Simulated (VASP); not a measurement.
# Se (R-3) in VASP: a series of runs, part 2 of 2

VASP 6.6.1.

## (5) Electric field gradients, PBE (equal xx and yy strain of +2 %)

Contents of INCAR:

```
PREC = Accurate
ENCUT = 520
EDIFF = 1E-8
ISMEAR = -1
SIGMA = 0.01
LREAL = False
LASPH = True
NELM = 100
ALGO = Normal
ISIF = 2
LWAVE = False
LCHARG = False
GGA = PE
LEFG = True
NBANDS = 27
```

Contents of KPOINTS:

```
regular mesh
0
Gamma
  6 6 6
```

Contents of POSCAR:

```
Se
1.0
    5.7946198591      3.3455253355      1.4763300000
   -5.7946198591      3.3455253355      1.4763300000
    0.0000000000     -6.6910506711      1.4763300000
Se
6
Direct
    0.2806600000      0.1625100000      0.9181800000
    0.9181800000      0.2806600000      0.1625100000
    0.1625100000      0.9181800000      0.2806600000
    0.7193400000      0.8374900000      0.0818200000
    0.0818200000      0.7193400000      0.8374900000
    0.8374900000      0.0818200000      0.7193400000
```

Potentials or basis: VASP PAW PBE potentials, release 64 (Se).

Started as:

```
cat potpaw_PBE.64/Se/POTCAR > POTCAR
mpirun -np 1 vasp_std > vasp.out
```

OUTCAR:

```text
PREC = Accurate
   ENCUT = 520
   EDIFF = 1E-8
   ISMEAR = -1
   LREAL = False
   LASPH = True
   NELM = 100
   ISIF = 2
   GGA = PE

 ion  position               nearest neighbor table
   1  0.281  0.163  0.918-   5 2.39   6 2.39
   2  0.918  0.281  0.163-   4 2.39   6 2.39
   3  0.163  0.918  0.281-   4 2.39   5 2.39
   4  0.719  0.837  0.082-   2 2.39   3 2.39
   5  0.082  0.719  0.837-   1 2.39   3 2.39
   6  0.837  0.082  0.719-   1 2.39   2 2.39

  LATTYP: Found a trigonal (rhomboedric) cell.
 ALAT       =     6.8519857962
 COS(alpha) =    -0.4303653750

  Lattice vectors:

 A1 = (   5.7946198591,   3.3455253355,   1.4763300000)
 A2 = (  -5.7946198591,   3.3455253355,   1.4763300000)
 A3 = (   0.0000000000,  -6.6910506711,   1.4763300000)

Analysis of symmetry for initial positions (statically):
=====================================================================
 Subroutine PRICEL returns:
 Original cell was already a primitive cell.

 Routine SETGRP: Setting up the symmetry group for a
 trigonal (rhombohedral) supercell.

 Subroutine GETGRP returns: Found  6 space group operations
 (whereof  6 operations were pure point group operations)
 out of a pool of 12 trial point group operations.
[... 928 lines left out ...]
    total drift:                               -0.000000      0.000000      0.000000

  FREE ENERGIE OF THE ION-ELECTRON SYSTEM (eV)
  ---------------------------------------------------
  free  energy   TOTEN  =       -20.7533170666 eV

  energy  without entropy=      -20.7533170666  energy(sigma->0) =      -20.75331707

 Electric field gradients (V/A^2)
---------------------------------------------------------------------
 ion       V_xx      V_yy      V_zz      V_xy      V_xz      V_yz
---------------------------------------------------------------------
   1     316.274   -94.021  -222.253  -132.152   144.032   361.542
   2    -105.894   328.147  -222.253  -111.587  -385.121   -56.036
   3     123.000    99.253  -222.253   243.739   241.089  -305.506
   4     316.274   -94.021  -222.253  -132.152   144.032   361.542
   5    -105.894   328.147  -222.253  -111.587  -385.121   -56.036
   6     123.000    99.253  -222.253   243.739   241.089  -305.506
---------------------------------------------------------------------

 Electric field gradients after diagonalization (V/A^2)
 (convention: |V_zz| > |V_xx| > |V_yy|)
----------------------------------------------------------------------
 ion       V_xx      V_yy      V_zz     asymmetry (V_yy - V_xx)/ V_zz
----------------------------------------------------------------------
   1     359.861   208.567  -568.428       0.266
   2     359.861   208.567  -568.428       0.266
   3     359.861   208.567  -568.428       0.266
   4     359.861   208.567  -568.428       0.266
   5     359.861   208.567  -568.428       0.266
   6     359.861   208.567  -568.428       0.266
----------------------------------------------------------------------

           NMR quadrupolar parameters

 Cq : quadrupolar parameter    Cq=e*Q*V_zz/h
 eta: asymmetry parameters     (V_yy - V_xx)/ V_zz
 Q  : nuclear electric quadrupole moment in mb (millibarn)
----------------------------------------------------------------------
 ion       Cq(MHz)       eta       Q (mb)
----------------------------------------------------------------------
   1      -1.374       0.266       1.000
   2      -1.374       0.266       1.000
   3      -1.374       0.266       1.000
   4      -1.374       0.266       1.000
   5      -1.374       0.266       1.000
   6      -1.374       0.266       1.000
----------------------------------------------------------------------
```

OSZICAR:

```text
N       E                     dE             d eps       ncg     rms          rms(c)
DAV:   1     0.198053635105E+03    0.19805E+03   -0.14507E+04  2160   0.111E+03
DAV:   2    -0.390803267684E+01   -0.20196E+03   -0.19560E+03  2787   0.187E+02
DAV:   3    -0.207978418335E+02   -0.16890E+02   -0.16742E+02  2787   0.588E+01
DAV:   4    -0.210045446918E+02   -0.20670E+00   -0.20622E+00  2463   0.744E+00
DAV:   5    -0.210064593049E+02   -0.19146E-02   -0.19142E-02  2643   0.748E-01    0.908E+00
DAV:   6    -0.208259810748E+02    0.18048E+00   -0.10309E-01  2415   0.155E+00    0.555E+00
DAV:   7    -0.207534981754E+02    0.72483E-01   -0.21849E-01  2413   0.224E+00    0.299E-01
DAV:   8    -0.207530562788E+02    0.44190E-03   -0.18625E-02  2352   0.664E-01    0.127E-01
DAV:   9    -0.207532469330E+02   -0.19065E-03   -0.50838E-04  2716   0.115E-01    0.475E-02
DAV:  10    -0.207533107087E+02   -0.63776E-04   -0.92901E-05  2392   0.509E-02    0.112E-02
DAV:  11    -0.207533161532E+02   -0.54445E-05   -0.11655E-05  2513   0.168E-02    0.571E-03
DAV:  12    -0.207533169465E+02   -0.79331E-06   -0.22541E-06  2546   0.769E-03    0.183E-03
DAV:  13    -0.207533170252E+02   -0.78621E-07   -0.39667E-07  2434   0.320E-03    0.732E-04
DAV:  14    -0.207533170643E+02   -0.39184E-07   -0.77909E-08  2521   0.136E-03    0.345E-04
DAV:  15    -0.207533170666E+02   -0.22233E-08   -0.56806E-09  1511   0.357E-04
   1 F= -.20753317E+02 E0= -.20753317E+02  d E =-.591299E-12
```

stdout:

```text
POSCAR found type information on POSCAR Se
 POSCAR found :  1 types and       6 ions
 scaLAPACK will be used
 LDA part: xc-table for (Slater+PW92), standard interpolation
 POSCAR, INCAR and KPOINTS ok, starting setup
 FFT: planning ... GRIDC
 FFT: planning ... GRID_SOFT
 FFT: planning ... GRID
 WAVECAR not read
 entering main loop
ion   1
     0.0000499     2.3108545    -6.6975205     3.5996415    -2.7995086    -3.8884611
     0.0000687     2.3108544    -6.6975204     3.5996415    -2.7995086    -3.8884611
     0.0000946     2.3108544    -6.6975204     3.5996414    -2.7995086    -3.8884610
     0.0001302     2.3108544    -6.6975202     3.5996414    -2.7995085    -3.8884610

     0.0000499   120.8206694  -330.9403542   176.1997783  -131.9471289  -187.8165070
     0.0000687   120.8177390  -330.9323484   176.1955061  -131.9439154  -187.8119066
     0.0000946   120.8129904  -330.9193733   176.1885810  -131.9387053  -187.8044474
     0.0001302   120.8053338  -330.8984497   176.1774115  -131.9303002  -187.7924130
[... 45 lines left out ...]
ion   6
     0.0000499    -4.5229333     5.7732058     3.5996415    -4.4004686    -0.0570281
     0.0000687    -4.5229333     5.7732058     3.5996415    -4.4004685    -0.0570281
     0.0000946    -4.5229333     5.7732057     3.5996414    -4.4004685    -0.0570281
     0.0001302    -4.5229332     5.7732056     3.5996414    -4.4004684    -0.0570281

     0.0000499  -223.0642010   279.7397426   176.1997783  -220.6291894   -10.7255155
     0.0000687  -223.0587518   279.7329567   176.1955061  -220.6238629   -10.7252779
     0.0000946  -223.0499176   279.7219571   176.1885810  -220.6152313   -10.7248951
     0.0001302  -223.0356671   279.7042163   176.1774115  -220.6013134   -10.7242815
```

Run time: 8.4 min. Hardware: 1 thread of Oxide Virtual Turin-like, shared host; peak memory 0.41 GiB.

Results:

| Quantity | Value |
| --- | --- |
| Free energy | -20.7533 eV |
| Pressure | 0.3 GPa |
| Largest force | 0.074 eV/Å |
| Band gap on the k mesh | 1.01 eV, indirect (least direct gap 1.26 eV) |

Forces on the atoms (eV/Å):
```
Se   0.065 -0.020 -0.028
Se  -0.015  0.067 -0.028
Se  -0.050 -0.047 -0.028
Se  -0.065  0.020  0.028
Se   0.015 -0.067  0.028
Se   0.050  0.047  0.028
```

Levels at points of the mesh, in eV from the valence-band top:
```csv
k point,band 16,band 17,band 18,band 19,band 20,band 21
"(0.00, 0.00, 0.00)",-0.84,-0.70,-0.70,1.52,1.52,2.30
"(0.50, 0.00, 0.00)",-1.01,-0.43,-0.40,1.50,1.68,2.37
"(0.50, 0.50, 0.00)",-1.14,-0.89,-0.47,1.28,1.58,2.15
"(0.50, 0.50, 0.50)",-1.33,-1.33,0.00,1.26,1.26,1.78
```

Electric field gradients, principal values (V/Å²):
```tsv
atom	least	middle	greatest (by size)
1 Se	208.567	359.861	-568.428
2 Se	208.567	359.861	-568.428
3 Se	208.567	359.861	-568.428
4 Se	208.567	359.861	-568.428
5 Se	208.567	359.861	-568.428
6 Se	208.567	359.861	-568.428
```

Caveat: the cell differs from its parent crystal (equal xx and yy strain of +2 %); without QUAD_EFG the Cq values of the log hold for a quadrupole moment of 1 mb, not for the nuclei. A k mesh can miss the band edges.

## (6) The runs side by side

| cell | gap on the mesh (eV) | pressure (GPa) | largest force (eV/Å) |
| --- | --- | --- | --- |
| a = 6.768 Å, angles 115.3°, 6 atoms | 1.16 | 1.7 | 0.28 |
| a = 6.856 Å, angles 115.3°, 6 atoms | 1.10 | -0.3 | 0.17 |
| a = 6.660 Å, angles 115.2°, 6 atoms | 1.30 | 4.3 | 0.80 |
| a = 6.852 Å, angles 115.5°, 6 atoms | 1.01 | 0.3 | 0.07 |

Alike in all rows: task electric field gradients; level PBE; potentials or basis VASP PAW PBE potentials, release 64 (Se); no spin polarisation; k mesh 6 × 6 × 6; cutoff (eV) 520; smearing fermi-dirac 0.01 eV.

Absolute energies hang on the potentials; compare differences alone.
